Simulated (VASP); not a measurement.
# Ba (P4/mmm) in VASP: notebook

Ba is run at these levels: LDA; tasks: single point.

Program: VASP 6.6.1. These are calculated values, not measurements. Logs are shortened: lines on timing, memory, paths and dates and some standing lists are left out, and cuts for length are marked.

## (1) The cell of the first run

Symmetry: P4/mmm, No. 123, tetragonal system. Conventional cell: a = 3.859 Å, b = 3.859 Å, c = 3.918 Å, α = 90.00°, β = 90.00°, γ = 90.00°. Ba (site symmetry 4/mmm) has 6 Ba at 3.86 to 3.92 Å within 5.1 Å.

## (2) Single point, LDA (strain -0.015 along x and y, +0.000 along z)

INCAR

```
PREC = Accurate
ENCUT = 520
EDIFF = 1E-6
ISMEAR = 0
SIGMA = 0.15
LREAL = False
LASPH = True
NELM = 80
ALGO = Fast
ISIF = 2
LWAVE = False
LCHARG = False
NBANDS = 11
```

KPOINTS

```
regular mesh
0
Gamma
  12 12 12
```

POSCAR

```
Ba
1.0
    3.8589517774      0.0000000000      0.0000000000
    0.0000000000      3.8589517774      0.0000000000
    0.0000000000      0.0000000000      3.9177175405
Ba
1
Direct
    0.0000000000      0.0000000000      0.0000000000
```

Potentials or basis: VASP PAW LDA potentials, release 64 (Ba_sv).

Command:

```console
$ cat potpaw_LDA.64/Ba_sv/POTCAR > POTCAR
$ mpirun -np 1 vasp_std > vasp.out
```

OUTCAR:

```text
PREC = Accurate
   ENCUT = 520
   EDIFF = 1E-6
   ISMEAR = 0
   LREAL = False
   LASPH = True
   NELM = 80
   ISIF = 2

 ion  position               nearest neighbor table
   1  0.000  0.000  0.000-

  LATTYP: Found a simple tetragonal cell.
 ALAT       =     3.8589517774
 C/A-ratio  =     1.0152284264

  Lattice vectors:

 A1 = (   3.8589517774,   0.0000000000,   0.0000000000)
 A2 = (   0.0000000000,   3.8589517774,   0.0000000000)
 A3 = (   0.0000000000,   0.0000000000,   3.9177175405)

Analysis of symmetry for initial positions (statically):
=====================================================================
 Subroutine PRICEL returns:
 Original cell was already a primitive cell.

 Routine SETGRP: Setting up the symmetry group for a
 simple tetragonal supercell.

 Subroutine GETGRP returns: Found 16 space group operations
 (whereof 16 operations were pure point group operations)
 out of a pool of 16 trial point group operations.

The static configuration has the point symmetry D_4h.

Analysis of symmetry for dynamics (positions and initial velocities):
=====================================================================
 Subroutine PRICEL returns:
 Original cell was already a primitive cell.

 Routine SETGRP: Setting up the symmetry group for a
 simple tetragonal supercell.

 Subroutine GETGRP returns: Found 16 space group operations
 (whereof 16 operations were pure point group operations)
 out of a pool of 16 trial point group operations.

The dynamic configuration has the point symmetry D_4h.

 Subroutine INISYM returns: Found 16 space group operations
 (whereof 16 operations are pure point group operations),
 and found     1 'primitive' translations

----------------------------------------------------------------------------------------

                                     Primitive cell

  volume of cell :      58.3407

  direct lattice vectors                    reciprocal lattice vectors
     3.858951777  0.000000000  0.000000000     0.259137729  0.000000000  0.000000000
     0.000000000  3.858951777  0.000000000     0.000000000  0.259137729  0.000000000
     0.000000000  0.000000000  3.917717540     0.000000000  0.000000000  0.255250663

  length of vectors
     3.858951777  3.858951777  3.917717540     0.259137729  0.259137729  0.255250663

  position of ions in fractional coordinates (direct lattice)
     0.000000000  0.000000000  0.000000000

  ion indices of the primitive-cell ions
[... 74 lines left out ...]
   EDIFF  = 0.1E-05   stopping-criterion for ELM
   LREAL  =      F    real-space projection
[... 7 lines left out ...]
   TEBEG  =    0.0;   TEEND  =   0.0 temperature during run
   PSTRESS=    0.0 pullay stress
   NELECT =      10.0000    total number of electrons
   NUPDOWN=      -1.0000    fix difference up-down
   EMIN   =  10.00;   EMAX   =-10.00  energy-range for DOS
   EFERMI =   0.00;   METHOD = LEGACY
   ISMEAR =     0;   SIGMA  =   0.15  broadening in eV -4-tet -1-fermi 0-gaus
   EFERMI_NEDOS =   21; number of points for ismear=-14 and -15
   IALGO  =     68    algorithm
   IMIX   =      4    mixing-type and parameters
     AMIX     =   0.40;   BMIX     =  1.00
     AMIX_MAG =   1.60;   BMIX_MAG =  1.00
  volume/ion in A,a.u.               =      58.34       393.70
  Fermi-wavevector in a.u.,A,eV,Ry     =   0.909391  1.718501 11.251921  0.826993
  Thomas-Fermi vector in A             =   2.033431
   LORBIT       =      0    0 simple, 1 ext, 2 COOP (PROOUT), +10 PAW based schemes
   GGA     = CA    functional components
   LHFCALC =     F    Hartree Fock is set to
   AEXX    =    0.0000 exact exchange contribution
   IVDW    =     0    specifies the selected vdW correction
   LEPSILON=     F    determine dielectric tensor
   LRPA    =     F    only Hartree local field effects (RPA)
 non-spin polarized calculation
 RMM-DIIS sequential band-by-band and
 Gauss-broadening in eV      SIGMA  =   0.15
  energy-cutoff  :      520.00
  volume of cell :       58.34
 maximum number of plane-waves:      1596
 NGX is ok and might be reduce to    30
   NGX = 15   NGY = 15   NGZ = 15

 number of electron      10.0000001 magnetization

 Free energy of the ion-electron system (eV)
  ---------------------------------------------------
  ext. energy  EPLUGINS =         0.00000000
  ---------------------------------------------------
  free energy    TOTEN  =        -1.94820812 eV

  energy without entropy =       -1.93940049  energy(sigma->0) =       -1.94380431

 E-fermi :   1.5860     XC(G=0):  -7.8514

 val. band max:        1.5657734508   @ k =   0.0833   0.0000   0.0000
 cond. band min:       1.6202703976   @ k =   0.5000   0.4167   0.4167
 fundamental gap:      0.0544969468
 Fermi energy:         1.5860207639

 k-point     1 :       0.0000    0.0000    0.0000
  band No.  band energies     occupation
      1     -27.3952      2.00000
      2     -12.2135      2.00000
      3     -12.1680      2.00000
      4     -12.1680      2.00000
      5      -0.9916      2.00000
      6       1.5264      1.42595
      7       1.5328      1.38414
      8       6.7065      0.00000
      9       6.7065      0.00000
     10       6.8150      0.00000
     11       9.3563      0.00000
[... 309 lines left out ...]
 k-point    24 :       0.4167    0.3333    0.0000
  band No.  band energies     occupation
      1     -27.2644      2.00000
      2     -12.9011      2.00000
      3     -12.7338      2.00000
      4     -12.0733      2.00000
      5       0.9656      2.00000
      6       1.9714      0.00028
      7       4.2963      0.00000
      8       4.6823      0.00000
      9       4.8754      0.00000
     10       5.1178      0.00000
     11       8.2641      0.00000

 [... further k-points ...]

------------------------ aborting loop because EDIFF is reached ----------------------------------------

  FORCE on cell =-STRESS in cart. coord.  units (eV):
  Direction    XX          YY          ZZ          XY          YZ          ZX
  --------------------------------------------------------------------------------------
  -------------------------------------------------------------------------------------
  Total       -0.2654374     -0.2654374     -0.4195806      0.0000000     -0.0000000      0.0000000
  in kB       -7.2895529     -7.2895529    -11.5226961      0.0000000     -0.0000000      0.0000000
  external PRESSURE =      -8.7006006 kB  Pullay stress =       0.0000000 kB

 VOLUME and BASIS-vectors are now :
 -----------------------------------------------------------------------------
  energy-cutoff  :      520.00
  volume of cell :       58.34
      direct lattice vectors                 reciprocal lattice vectors
     3.858951777  0.000000000  0.000000000     0.259137729  0.000000000  0.000000000
     0.000000000  3.858951777  0.000000000     0.000000000  0.259137729  0.000000000
     0.000000000  0.000000000  3.917717540     0.000000000  0.000000000  0.255250663

 POSITION                                       TOTAL-FORCE (eV/Angst)
 -----------------------------------------------------------------------------------
      0.00000      0.00000      0.00000         0.000000      0.000000      0.000000
 -----------------------------------------------------------------------------------
    total drift:                               -0.000000     -0.000000     -0.000000

  FREE ENERGIE OF THE ION-ELECTRON SYSTEM (eV)
  ---------------------------------------------------
  free  energy   TOTEN  =        -1.9482081158 eV

  energy  without entropy=       -1.9394004949  energy(sigma->0) =       -1.94380431
```

OSZICAR:

```text
N       E                     dE             d eps       ncg     rms          rms(c)
DAV:   1     0.534194359072E+02    0.53419E+02   -0.43618E+03  4312   0.759E+02
DAV:   2     0.578021475115E+00   -0.52841E+02   -0.51346E+02  5224   0.137E+02
DAV:   3    -0.187900092357E+01   -0.24570E+01   -0.24399E+01  5495   0.305E+01
DAV:   4    -0.195967280898E+01   -0.80672E-01   -0.80558E-01  5682   0.489E+00
DAV:   5    -0.196187953522E+01   -0.22067E-02   -0.22066E-02  5946   0.652E-01    0.208E+00
RMM:   6    -0.195304040203E+01    0.88391E-02   -0.63153E-03  4958   0.698E-01    0.123E+00
RMM:   7    -0.194795971114E+01    0.50807E-02   -0.18329E-02  5622   0.107E+00    0.698E-02
RMM:   8    -0.194814779356E+01   -0.18808E-03   -0.16040E-03  6011   0.279E-01    0.475E-02
RMM:   9    -0.194820519845E+01   -0.57405E-04   -0.52998E-04  6533   0.124E-01    0.224E-02
RMM:  10    -0.194820661341E+01   -0.14150E-05   -0.50673E-05  6540   0.389E-02    0.567E-03
RMM:  11    -0.194820794328E+01   -0.13299E-05   -0.14571E-05  6330   0.161E-02    0.484E-03
RMM:  12    -0.194820811577E+01   -0.17249E-06   -0.34628E-06  4782   0.936E-03
   1 F= -.19482081E+01 E0= -.19438043E+01  d E =-.880762E-02
```

Run time: 38 s. Hardware: 1 thread of AMD EPYC 9R45 (Zen 5), shared host; peak memory 0.21 GiB.

Results:

```yaml
Free_energy: -1.9482 eV
Pressure: -0.9 GPa
Band_gap_on_the_k_mesh: zero (bands 5 and 6 overlap by 0.23 eV)
```

Levels at points of the mesh, in eV from the Fermi level:
| k point | band 2 | band 3 | band 4 | band 5 | band 6 | band 7 | band 8 | band 9 |
| --- | --- | --- | --- | --- | --- | --- | --- | --- |
| (0.00, 0.00, 0.00) | -13.80 | -13.75 | -13.75 | -2.58 | -0.06 | -0.05 | 5.12 | 5.12 |
| (0.50, 0.00, 0.00) | -14.64 | -13.71 | -13.67 | -0.68 | 0.56 | 1.06 | 2.61 | 2.76 |
| (0.50, 0.50, 0.00) | -14.50 | -14.50 | -13.63 | -1.07 | 0.73 | 3.15 | 3.15 | 3.72 |
| (0.00, 0.00, 0.50) | -14.59 | -13.68 | -13.68 | -0.75 | 0.49 | 0.99 | 2.82 | 2.82 |
| (0.50, 0.00, 0.50) | -14.52 | -14.45 | -13.60 | -1.04 | 0.64 | 3.25 | 3.36 | 3.63 |
| (0.50, 0.50, 0.50) | -14.40 | -14.40 | -14.34 | -0.15 | -0.04 | -0.04 | 4.14 | 6.88 |

Caveat: the cell differs from its parent crystal (strain -0.015 along x and y, +0.000 along z); spin-orbit coupling is left out, which moves the levels of the heavy elements.

[end of part 1 of 2]

The gap in the log of VASP goes by the Fermi energy; the results here count the filled bands.